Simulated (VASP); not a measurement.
# CdS in VASP: notebook, part 2 of 2

VASP 6.6.1.

## Step 4: Single point, PBEsol, non-collinear spin, zero start, spin-orbit coupling (film at in-plane strain -0.02)

INCAR reads:

```
PREC = Accurate ; ENCUT = 520
EDIFF = 1E-6 ; ISMEAR = 0
SIGMA = 0.01 ; LREAL = False
LASPH = True ; NELM = 150
ALGO = Normal ; ISIF = 2
LWAVE = False ; LCHARG = False
LNONCOLLINEAR = True ; MAGMOM = 0 0 0 0 0 0
LORBIT = 11 ; LSORBIT = True
GGA_COMPAT = False ; LORBMOM = True
GGA = PS ; NBANDS = 30
```

KPOINTS reads:

```
regular mesh
0
Gamma
  8 8 8
```

POSCAR reads:

```
CdS
1.0
    2.8540403417      2.8540403417      0.0000000000
   -2.8540403417      2.8540403417      0.0000000000
    0.0000000000      2.8540403417      2.9959601765
Cd S
1 1
Direct
    0.0000000000      0.0000000000      0.0000000000
    0.7500000000      0.2500000000      0.5000000000
```

Potentials or basis: VASP PAW PBE potentials, release 64 (Cd, S).

Started as:

```console
$ cat potpaw_PBE.64/Cd/POTCAR potpaw_PBE.64/S/POTCAR > POTCAR
$ mpirun -np 1 vasp_ncl > vasp.out
```

OUTCAR:

```text
PREC = Accurate
   ENCUT = 520
   EDIFF = 1E-6
   ISMEAR = 0
   LREAL = False
   LASPH = True
   NELM = 150
   ISIF = 2
   LNONCOLLINEAR = True
   LORBIT = 11
   LSORBIT = True
   GGA = PS

 ion  position               nearest neighbor table
   1  0.000  0.000  0.000-   2 2.51   2 2.51   2 2.51   2 2.51
   2  0.750  0.250  0.500-   1 2.51   1 2.51   1 2.51   1 2.51

  LATTYP: Found a body centered tetragonal cell.
 ALAT       =     4.0362225588
 C/A-ratio  =     1.4845366591

  Lattice vectors:

 A1 = (   2.8540403417,   0.0000000000,  -2.9959601765)
 A2 = (  -2.8540403417,   0.0000000000,  -2.9959601765)
 A3 = (   0.0000000000,   2.8540403417,   2.9959601765)

Analysis of symmetry for initial positions (statically):
=====================================================================
 Subroutine PRICEL returns:
 Original cell was already a primitive cell.

 Routine SETGRP: Setting up the symmetry group for a
 body centered tetragonal supercell.

 Subroutine GETGRP returns: Found  8 space group operations
 (whereof  8 operations were pure point group operations)
 out of a pool of 16 trial point group operations.

The static configuration has the point symmetry D_2d.

Analysis of symmetry for dynamics (positions and initial velocities):
=====================================================================
 Subroutine PRICEL returns:
 Original cell was already a primitive cell.

 Routine SETGRP: Setting up the symmetry group for a
 body centered tetragonal supercell.

 Subroutine GETGRP returns: Found  8 space group operations
 (whereof  8 operations were pure point group operations)
 out of a pool of 16 trial point group operations.

The dynamic configuration has the point symmetry D_2d.

Analysis of structural, dynamic, and magnetic symmetry:
=====================================================================
 Subroutine PRICEL returns:
 Original cell was already a primitive cell.

 Routine SETGRP: Setting up the symmetry group for a
 body centered tetragonal supercell.

 Subroutine GETGRP returns: Found  8 space group operations
 (whereof  8 operations were pure point group operations)
 out of a pool of 16 trial point group operations.

The overall configuration has the point symmetry D_2d.

 Subroutine INISYM returns: Found  8 space group operations
 (whereof  8 operations are pure point group operations),
 and found     1 'primitive' translations

----------------------------------------------------------------------------------------

                                     Primitive cell

  volume of cell :      48.8075

  direct lattice vectors                    reciprocal lattice vectors
     2.854040342  2.854040342  0.000000000     0.175190236  0.175190236 -0.166891404
    -2.854040342  2.854040342  0.000000000    -0.175190236  0.175190236 -0.166891404
     0.000000000  2.854040342  2.995960177     0.000000000  0.000000000  0.333782808

  length of vectors
     4.036222559  4.036222559  4.137792123     0.298723916  0.298723916  0.333782808
[... 936 lines left out ...]

  FORCE on cell =-STRESS in cart. coord.  units (eV):
  Direction    XX          YY          ZZ          XY          YZ          ZX
  --------------------------------------------------------------------------------------
  -------------------------------------------------------------------------------------
  Total        0.4218115      0.4218115      0.1184889      0.0000000      0.0000000      0.0000000
  in kB       13.8465881     13.8465881      3.8895748      0.0000000      0.0000000      0.0000000
  external PRESSURE =      10.5275837 kB  Pullay stress =       0.0000000 kB

 VOLUME and BASIS-vectors are now :
 -----------------------------------------------------------------------------
  energy-cutoff  :      520.00
  volume of cell :       48.81
      direct lattice vectors                 reciprocal lattice vectors
     2.854040342  2.854040342  0.000000000     0.175190236  0.175190236 -0.166891404
    -2.854040342  2.854040342  0.000000000    -0.175190236  0.175190236 -0.166891404
     0.000000000  2.854040342  2.995960177     0.000000000  0.000000000  0.333782808

 POSITION                                       TOTAL-FORCE (eV/Angst)
 -----------------------------------------------------------------------------------
      0.00000      0.00000      0.00000        -0.000000      0.000000      0.000000
      1.42702      4.28106      1.49798         0.000000     -0.000000      0.000000
 -----------------------------------------------------------------------------------
    total drift:                               -0.000003      0.000000     -0.000000

  FREE ENERGIE OF THE ION-ELECTRON SYSTEM (eV)
  ---------------------------------------------------
  free  energy   TOTEN  =        -6.8354336832 eV

  energy  without entropy=       -6.8354336832  energy(sigma->0) =       -6.83543368

 orbital moment (x)

 # of ion     p       d       tot
 ----------------------------------------
  1         0.000  -0.000  -0.000
  2         0.000   0.000   0.000
 ----------------------------------------
            0.000  -0.000  -0.000

 orbital moment (y)

 # of ion     p       d       tot
 ----------------------------------------
  1         0.000  -0.000  -0.000
  2         0.000   0.000   0.000
 ----------------------------------------
            0.000  -0.000  -0.000

 orbital moment (z)

 # of ion     p       d       tot
 ----------------------------------------
  1         0.000   0.000   0.000
  2         0.000   0.000   0.000
 ----------------------------------------
            0.000   0.000   0.000

 Spin-Orbit-Coupling matrix elements

 Ion:    1  E_soc:     -0.0579533
 l=   1
     0.0000000    -0.0025994    -0.0025637
    -0.0025994     0.0000000    -0.0025994
    -0.0025637    -0.0025994     0.0000000
 l=   2
     0.0000000    -0.0014430     0.0000000    -0.0014430    -0.0056273
    -0.0014430     0.0000000    -0.0042216    -0.0014462    -0.0014058
     0.0000000    -0.0042216     0.0000000    -0.0042216     0.0000000
    -0.0014430    -0.0014462    -0.0042216     0.0000000    -0.0014058
    -0.0056273    -0.0014058     0.0000000    -0.0014058     0.0000000
 l=   3
     0.0000000     0.0000000     0.0000000     0.0000000     0.0000000     0.0000000     0.0000000
     0.0000000     0.0000000     0.0000000     0.0000000     0.0000000     0.0000000     0.0000000
     0.0000000     0.0000000     0.0000000     0.0000000     0.0000000     0.0000000     0.0000000
     0.0000000     0.0000000     0.0000000     0.0000000     0.0000000     0.0000000     0.0000000
     0.0000000     0.0000000     0.0000000     0.0000000     0.0000000     0.0000000     0.0000000
     0.0000000     0.0000000     0.0000000     0.0000000     0.0000000     0.0000000     0.0000000
     0.0000000     0.0000000     0.0000000     0.0000000     0.0000000     0.0000000     0.0000000

 Ion:    2  E_soc:     -0.0021325
 l=   1
     0.0000000    -0.0003539    -0.0003584
    -0.0003539     0.0000000    -0.0003539
    -0.0003584    -0.0003539     0.0000000
 l=   2
     0.0000000     0.0000000     0.0000000     0.0000000     0.0000000
     0.0000000     0.0000000     0.0000000     0.0000000     0.0000000
     0.0000000     0.0000000     0.0000000     0.0000000     0.0000000
     0.0000000     0.0000000     0.0000000     0.0000000     0.0000000
     0.0000000     0.0000000     0.0000000     0.0000000     0.0000000
 l=   3
     0.0000000     0.0000000     0.0000000     0.0000000     0.0000000     0.0000000     0.0000000
     0.0000000     0.0000000     0.0000000     0.0000000     0.0000000     0.0000000     0.0000000
     0.0000000     0.0000000     0.0000000     0.0000000     0.0000000     0.0000000     0.0000000
     0.0000000     0.0000000     0.0000000     0.0000000     0.0000000     0.0000000     0.0000000
     0.0000000     0.0000000     0.0000000     0.0000000     0.0000000     0.0000000     0.0000000
     0.0000000     0.0000000     0.0000000     0.0000000     0.0000000     0.0000000     0.0000000
     0.0000000     0.0000000     0.0000000     0.0000000     0.0000000     0.0000000     0.0000000

 total charge

# of ion       s       p       d       tot
------------------------------------------
    1        0.435   0.342   9.560  10.336
    2        1.317   2.381   0.000   3.698
--------------------------------------------------
tot          1.752   2.723   9.560  14.035

 magnetization (x)

# of ion       s       p       d       tot
------------------------------------------
    1        0.000   0.000   0.000   0.000
    2        0.000   0.000   0.000   0.000
--------------------------------------------------
tot          0.000   0.000   0.000   0.000

 magnetization (y)

# of ion       s       p       d       tot
------------------------------------------
    1        0.000   0.000   0.000   0.000
    2        0.000   0.000   0.000   0.000
--------------------------------------------------
tot          0.000   0.000   0.000   0.000

 magnetization (z)

# of ion       s       p       d       tot
------------------------------------------
    1        0.000  -0.000  -0.000  -0.000
    2       -0.000   0.000   0.000   0.000
--------------------------------------------------
tot         -0.000   0.000  -0.000   0.000
```

stdout:

```text
POSCAR found type information on POSCAR CdS
 POSCAR found :  2 types and       2 ions
 scaLAPACK will be used
 -----------------------------------------------------------------------------
|                                                                             |
|                                                                             |
|     You enforced a specific xc type in the INCAR file but a different       |
|     I HOPE YOU KNOW WHAT YOU ARE DOING!                                     |
|                                                                             |
 -----------------------------------------------------------------------------

 LDA part: xc-table for (Slater+PW92), standard interpolation
 POSCAR, INCAR and KPOINTS ok, starting setup
 FFT: planning ... GRIDC
 FFT: planning ... GRID_SOFT
 FFT: planning ... GRID
 WAVECAR not read
 entering main loop
```

Wall time 1.7 min (1 thread of Intel Xeon 6975P-C (Granite Rapids), shared host); peak memory 0.4 GiB.

What came out:

```
Free energy                                           : -6.8354 eV
Pressure                                              : 1.1 GPa
Net moment                                            : 0.00 μB per cell
Valence electrons inside the program's atomic spheres : Cd 10.34; S 3.70
```

Stress tensor (GPa, compression positive):
```
1.38 0.00 0.00
0.00 1.38 0.00
0.00 0.00 0.39
```

Moments on the atoms (μB; x, y, z):
```
Cd  0.00 0.00 0.00
S   0.00 0.00 0.00
```

Caveat: the cell differs from its parent crystal (film at in-plane strain -0.02); the PAW data sets were made with another functional, which shifts forces and pressure a little.

## Step 5: Overview

| task | spin | cell | k mesh | cutoff (eV) | smearing | pressure (GPa) | moment (μB) |
| --- | --- | --- | --- | --- | --- | --- | --- |
| relaxation of cell and atoms | off | relaxed from a = 4.125 Å, angles 60.0, 60.0, 90.0°, 2 atoms | 12 × 12 × 12 | 600 | fermi-dirac 0.1 eV | 0.0 | - |
| single point | non-collinear, zero start, SOC | a = 4.119 Å, angles 60.0, 60.0, 90.0°, 2 atoms | 8 × 8 × 8 | 520 | gaussian 0.01 eV | 0.3 | 0.00 |
| single point | non-collinear, zero start, SOC | a = 4.036, b = 4.036, c = 4.138 Å, angles 60.8, 60.8, 90.0°, 2 atoms | 8 × 8 × 8 | 520 | gaussian 0.01 eV | 1.1 | 0.00 |

Alike in all rows: level PBEsol; potentials or basis VASP PAW PBE potentials, release 64 (Cd, S).

Caveats: the PAW data sets were made with another functional, which shifts forces and pressure a little.

Absolute energies hang on the potentials; compare differences alone.
